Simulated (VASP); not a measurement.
# Au (P6_3/mmc) in VASP: a series of runs

Au is run at these levels: PBEsol; tasks: single point, relaxation of cell and atoms.

All numbers are computed with VASP 6.6.1; they aren't measurements. Logs are shortened: lines on timing, memory, paths and dates and some standing lists are left out, and cuts for length are marked.

### 1 The cell of the first run

Symmetry: P6_3/mmc, No. 194, hexagonal system. Conventional cell: a = 2.879 Å, b = 2.879 Å, c = 4.728 Å, α = 90.00°, β = 90.00°, γ = 120.00°. Au (site symmetry -6m2) has 12 Au at 2.88 to 2.89 Å within 3.8 Å.

### 2 Single point, PBEsol

File INCAR:

```
PREC = Accurate
ENCUT = 500
EDIFF = 1E-6
ISMEAR = -1
SIGMA = 0.1
LREAL = False
LASPH = True
NELM = 120
ALGO = Normal
ISIF = 2
LWAVE = False
LCHARG = True
GGA = PS
LELF = True
LVHAR = True
NBANDS = 18
GGA_COMPAT = False
```

File KPOINTS:

```
regular mesh
0
Gamma
  7 7 4
```

File POSCAR:

```
Au
1.0
    2.8794245120      0.0000000000      0.0000000000
   -1.4397122560      2.4936547757      0.0000000000
    0.0000000000      0.0000000000      4.7280629600
Au
2
Direct
    0.3333333333      0.6666666667      0.2500000000
    0.6666666667      0.3333333333      0.7500000000
```

Potentials or basis: VASP PAW PBE potentials, release 64 (Au).

Started as:

```
$ cat potpaw_PBE.64/Au/POTCAR > POTCAR
$ mpirun -np 1 vasp_std > vasp.out
```

OUTCAR:

```text
PREC = Accurate
   ENCUT = 500
   EDIFF = 1E-6
   ISMEAR = -1
   LREAL = False
   LASPH = True
   NELM = 120
   ISIF = 2
   GGA = PS

 ion  position               nearest neighbor table
   1  0.333  0.667  0.250-   2 2.89   2 2.89   2 2.89   2 2.89   2 2.89   2 2.89
   2  0.667  0.333  0.750-   1 2.89   1 2.89   1 2.89   1 2.89   1 2.89   1 2.89

  LATTYP: Found a hexagonal cell.
 ALAT       =     2.8794245120
 C/A-ratio  =     1.6420166392

  Lattice vectors:

 A1 = (   2.8794245120,   0.0000000000,   0.0000000000)
 A2 = (  -1.4397122560,   2.4936547757,   0.0000000000)
 A3 = (   0.0000000000,   0.0000000000,   4.7280629600)

Analysis of symmetry for initial positions (statically):
=====================================================================
 Subroutine PRICEL returns:
 Original cell was already a primitive cell.

 Routine SETGRP: Setting up the symmetry group for a
 hexagonal supercell.

 Subroutine GETGRP returns: Found 24 space group operations
 (whereof 12 operations were pure point group operations)
 out of a pool of 24 trial point group operations.

The static configuration has the point symmetry D_3d.
 The point group associated with its full space group is D_6h.

Analysis of symmetry for dynamics (positions and initial velocities):
=====================================================================
 Subroutine PRICEL returns:
 Original cell was already a primitive cell.

 Routine SETGRP: Setting up the symmetry group for a
 hexagonal supercell.

 Subroutine GETGRP returns: Found 24 space group operations
 (whereof 12 operations were pure point group operations)
 out of a pool of 24 trial point group operations.

The dynamic configuration has the point symmetry D_3d.
 The point group associated with its full space group is D_6h.

 Subroutine INISYM returns: Found 24 space group operations
 (whereof 12 operations are pure point group operations),
 and found     1 'primitive' translations

----------------------------------------------------------------------------------------

                                     Primitive cell

  volume of cell :      33.9489

  direct lattice vectors                    reciprocal lattice vectors
     2.879424512  0.000000000  0.000000000     0.347291619  0.200508910  0.000000000
    -1.439712256  2.493654776  0.000000000     0.000000000  0.401017819  0.000000000
     0.000000000  0.000000000  4.728062960     0.000000000  0.000000000  0.211503106

  length of vectors
     2.879424512  2.879424512  4.728062960     0.401017819  0.401017819  0.211503106

  position of ions in fractional coordinates (direct lattice)
     0.333333333  0.666666667  0.250000000
     0.666666667  0.333333333  0.750000000

  ion indices of the primitive-cell ions
   primitive index   ion index
                 1           1
                 2           2

----------------------------------------------------------------------------------------

 KPOINTS: regular mesh

Automatic generation of k-mesh.
 Grid dimensions read from file:
 generate k-points for:    7    7    4

 Generating k-lattice:

  Cartesian coordinates                     Fractional coordinates (reciprocal lattice)
     0.049613088  0.028644130  0.000000000     0.142857143  0.000000000  0.000000000
     0.000000000  0.057288260  0.000000000     0.000000000  0.142857143  0.000000000
     0.000000000  0.000000000  0.052875776     0.000000000  0.000000000  0.250000000

  Length of vectors
     0.057288260  0.057288260  0.052875776

  Shift w.r.t. Gamma in fractional coordinates (k-lattice)
     0.000000000  0.000000000  0.000000000

 Subroutine IBZKPT returns following result:
 ===========================================

 Found     24 irreducible k-points:

 Following reciprocal coordinates:
            Coordinates               Weight
  0.000000  0.000000  0.000000      1.000000
  0.142857  0.000000  0.000000      6.000000
  0.285714  0.000000  0.000000      6.000000
  0.428571  0.000000  0.000000      6.000000
  0.142857  0.142857  0.000000      6.000000
  0.285714  0.142857  0.000000     12.000000
[... 16 lines left out ...]
  0.428571  0.142857  0.500000      6.000000
  0.285714  0.285714  0.500000      6.000000
   k-points           NKPTS =     24   k-points in BZ     NKDIM =     24   number of bands    NBANDS=     18
   number of dos      NEDOS =    301   number of ions     NIONS =      2
   total plane-waves  NPLWV =  20736
   dimension x,y,z NGX =    24 NGY =   24 NGZ =   36
   dimension x,y,z NGXF=    48 NGYF=   48 NGZF=   72
   ions per type =               2
   NGX,Y,Z   is equivalent  to a cutoff of  13.86, 13.86, 12.66 a.u.
   NGXF,Y,Z  is equivalent  to a cutoff of  27.71, 27.71, 25.32 a.u.
 SYSTEM =  unknown system
   PREC   = accura    normal or accurate (medium, high low for compatibility)
   ISTART =      0    job   : 0-new  1-cont  2-samecut
   ICHARG =      2    charge: 1-file 2-atom 10-const
   ISPIN  =      1    spin polarized calculation?
   LNONCOLLINEAR =      F non collinear calculations
   LSORBIT =      F    spin-orbit coupling
   LASPH  =      T    aspherical Exc in radial PAW
   ENCUT  =  500.0 eV  36.75 Ry    6.06 a.u.   5.25  5.25  8.62*2*pi/ulx,y,z
   NELM   =    120;   NELMIN=  2; NELMDL= -5     # of ELM steps
   EDIFF  = 0.1E-05   stopping-criterion for ELM
   LREAL  =      F    real-space projection
   EDIFFG = 0.1E-04   stopping-criterion for IOM
   NSW    =      0    number of steps for IOM
   IBRION =     -1    ionic relax: 0-MD 1-quasi-New 2-CG
   NFREE  =      0    steps in history (QN), initial steepest desc. (CG)
   ISIF   =      2    stress and relaxation
   ISYM   =      2    0-nonsym 1-usesym 2-fastsym
   POTIM  = 0.5000    time-step for ionic-motion
   TEBEG  =    0.0;   TEEND  =   0.0 temperature during run
   PSTRESS=    0.0 pullay stress
   NELECT =      22.0000    total number of electrons
   NUPDOWN=      -1.0000    fix difference up-down
   EMIN   =  10.00;   EMAX   =-10.00  energy-range for DOS
   EFERMI =   0.00;   METHOD = LEGACY
   ISMEAR =    -1;   SIGMA  =   0.10  broadening in eV -4-tet -1-fermi 0-gaus
   EFERMI_NEDOS =   21; number of points for ismear=-14 and -15
   IALGO  =     38    algorithm
   IMIX   =      4    mixing-type and parameters
     AMIX     =   0.40;   BMIX     =  1.00
     AMIX_MAG =   1.60;   BMIX_MAG =  1.00
  volume/ion in A,a.u.               =      16.97       114.55
  Fermi-wavevector in a.u.,A,eV,Ry     =   1.416687  2.677151 27.306928  2.007003
  Thomas-Fermi vector in A             =   2.537996
   LORBIT       =      0    0 simple, 1 ext, 2 COOP (PROOUT), +10 PAW based schemes
   GGA     = PS    functional components
   LHFCALC =     F    Hartree Fock is set to
   AEXX    =    0.0000 exact exchange contribution
   IVDW    =     0    specifies the selected vdW correction
   LEPSILON=     F    determine dielectric tensor
   LRPA    =     F    only Hartree local field effects (RPA)
 non-spin polarized calculation
  energy-cutoff  :      500.00
  volume of cell :       33.95
 maximum number of plane-waves:       872
 NGX is ok and might be reduce to    24
   NGX = 11   NGY = 11   NGZ = 17

 number of electron      22.0000003 magnetization

 Free energy of the ion-electron system (eV)
  ---------------------------------------------------
  ext. energy  EPLUGINS =         0.00000000
  ---------------------------------------------------
  free energy    TOTEN  =        -7.89267104 eV

  energy without entropy =       -7.87841640  energy(sigma->0) =       -7.88554372

 E-fermi :   9.0724     XC(G=0): -12.9095

 val. band max:        8.9459196036   @ k =   0.4286   0.0000   0.5000
 cond. band min:       9.4375583118   @ k =   0.1429   0.1429   0.2500
 fundamental gap:      0.4916387082
 Fermi energy:         9.0723519131

 k-point     1 :       0.0000    0.0000    0.0000
  band No.  band energies     occupation
      1      -0.6201      2.00000
      2       1.9514      2.00000
      3       4.5779      2.00000
      4       4.7624      2.00000
      5       4.7624      2.00000
      6       5.1085      2.00000
[... 10 lines left out ...]
     17      27.5075      0.00000
     18      27.5075      0.00000

 k-point     2 :       0.1429    0.0000    0.0000
  band No.  band energies     occupation
      1      -0.0003      2.00000
      2       2.4217      2.00000
      3       4.2633      2.00000
      4       4.8617      2.00000
      5       5.0822      2.00000
      6       5.1412      2.00000
[... 10 lines left out ...]
     17      26.0617      0.00000
     18      27.1202      0.00000

 k-point     3 :       0.2857    0.0000    0.0000
  band No.  band energies     occupation
      1       1.4892      2.00000
      2       2.8557      2.00000
      3       3.7913      2.00000
      4       4.3541      2.00000
      5       4.7034      2.00000
      6       4.9698      2.00000
[... 10 lines left out ...]
     17      24.1485      0.00000
     18      25.9795      0.00000

 k-point     4 :       0.4286    0.0000    0.0000
  band No.  band energies     occupation
      1       2.3825      2.00000
      2       2.5441      2.00000
      3       3.0493      2.00000
      4       4.6774      2.00000
      5       5.0221      2.00000
      6       5.0871      2.00000
[... 10 lines left out ...]
     17      21.6599      0.00000
     18      24.3547      0.00000

 k-point     5 :       0.1429    0.1429    0.0000
  band No.  band energies     occupation
      1       1.1085      2.00000
      2       3.0888      2.00000
      3       3.8721      2.00000
      4       4.1910      2.00000
      5       4.7312      2.00000
      6       4.8545      2.00000
[... 10 lines left out ...]
     17      26.4003      0.00000
     18      26.8314      0.00000

 k-point     6 :       0.2857    0.1429    0.0000
  band No.  band energies     occupation
      1       2.5232      2.00000
      2       3.0701      2.00000
      3       3.3208      2.00000
      4       4.2478      2.00000
      5       4.5553      2.00000
      6       5.0236      2.00000
[... 10 lines left out ...]
     17      22.9857      0.00000
     18      24.4310      0.00000

 k-point     7 :       0.4286    0.1429    0.0000
  band No.  band energies     occupation
      1       2.8483      2.00000
      2       2.8522      2.00000
      3       3.0013      2.00000
      4       4.5438      2.00000
      5       4.9035      2.00000
      6       4.9932      2.00000
[... 10 lines left out ...]
     17      21.3049      0.00000
     18      23.5957      0.00000

 k-point     8 :       0.2857    0.2857    0.0000
  band No.  band energies     occupation
      1       3.0738      2.00000
      2       3.3426      2.00000
      3       3.6229      2.00000
      4       4.1327      2.00000
      5       4.4495      2.00000
      6       4.8125      2.00000
[... 10 lines left out ...]
     17      21.1101      0.00000
     18      21.6844      0.00000
[... 229 lines left out ...]
     17      25.0355      0.00000
     18      25.0355      0.00000

 k-point    20 :       0.4286    0.0000    0.5000
  band No.  band energies     occupation
      1       2.3338      2.00000
      2       2.3338      2.00000
      3       3.4833      2.00000
      4       3.4833      2.00000
      5       5.8205      2.00000
      6       5.8205      2.00000
[... 10 lines left out ...]
     17      23.1407      0.00000
     18      23.1407      0.00000

 k-point    21 :       0.1429    0.1429    0.5000
  band No.  band energies     occupation
      1       2.5201      2.00000
      2       2.5201      2.00000
      3       3.8539      2.00000
      4       3.8539      2.00000
      5       4.4491      2.00000
      6       4.4491      2.00000
[... 10 lines left out ...]
     17      23.0775      0.00000
     18      23.0775      0.00000

 k-point    22 :       0.2857    0.1429    0.5000
  band No.  band energies     occupation
      1       2.7259      2.00000
      2       2.7259      2.00000
      3       3.8114      2.00000
      4       3.8114      2.00000
      5       5.0715      2.00000
      6       5.0715      2.00000
[... 10 lines left out ...]
     17      23.0107      0.00000
     18      23.0107      0.00000

 k-point    23 :       0.4286    0.1429    0.5000
  band No.  band energies     occupation
      1       2.6346      2.00000
      2       2.6346      2.00000
      3       3.6633      2.00000
      4       3.6633      2.00000
      5       5.2767      2.00000
      6       5.2767      2.00000
[... 10 lines left out ...]
     17      23.5684      0.00000
     18      23.5684      0.00000

 k-point    24 :       0.2857    0.2857    0.5000
  band No.  band energies     occupation
      1       3.1246      2.00000
      2       3.1246      2.00000
      3       4.0448      2.00000
      4       4.0448      2.00000
      5       4.7109      2.00000
      6       4.7109      2.00000
[... 10 lines left out ...]
     17      24.6350      0.00000
     18      24.6350      0.00000

------------------------ aborting loop because EDIFF is reached ----------------------------------------

  FORCE on cell =-STRESS in cart. coord.  units (eV):
  Direction    XX          YY          ZZ          XY          YZ          ZX
  --------------------------------------------------------------------------------------
  -------------------------------------------------------------------------------------
  Total       -0.0676286     -0.0676286     -0.0604941      0.0000000      0.0000000      0.0000000
  in kB       -3.1916545     -3.1916545     -2.8549510      0.0000000      0.0000000      0.0000000
  external PRESSURE =      -3.0794200 kB  Pullay stress =       0.0000000 kB

 VOLUME and BASIS-vectors are now :
 -----------------------------------------------------------------------------
  energy-cutoff  :      500.00
  volume of cell :       33.95
      direct lattice vectors                 reciprocal lattice vectors
     2.879424512  0.000000000  0.000000000     0.347291619  0.200508910  0.000000000
    -1.439712256  2.493654776  0.000000000     0.000000000  0.401017819  0.000000000
     0.000000000  0.000000000  4.728062960     0.000000000  0.000000000  0.211503106

 POSITION                                       TOTAL-FORCE (eV/Angst)
 -----------------------------------------------------------------------------------
     -0.00000      1.66244      1.18202         0.000000      0.000000      0.000000
      1.43971      0.83122      3.54605        -0.000000     -0.000000      0.000000
 -----------------------------------------------------------------------------------
    total drift:                               -0.000000      0.000000     -0.000000

  FREE ENERGIE OF THE ION-ELECTRON SYSTEM (eV)
  ---------------------------------------------------
  free  energy   TOTEN  =        -7.8926710364 eV

  energy  without entropy=       -7.8784163972  energy(sigma->0) =       -7.88554372
```

Wall time 9.3 s (1 thread of Intel Xeon Platinum 8259CL at 2.50GHz (Skylake/Cascade Lake), shared host); peak memory 0.15 GiB.

What came out:

```
Free energy            : -7.8927 eV
Pressure               : -0.3 GPa
Band gap on the k mesh : zero (band 11 reaches 11.84 eV, above the bottom of band 12 at 6.68 eV)
```

Caveat: the PAW data sets were made with another functional, which shifts forces and pressure a little; spin-orbit coupling is left out, which moves the levels of the heavy elements.

(Continued in part 2 of 2.)
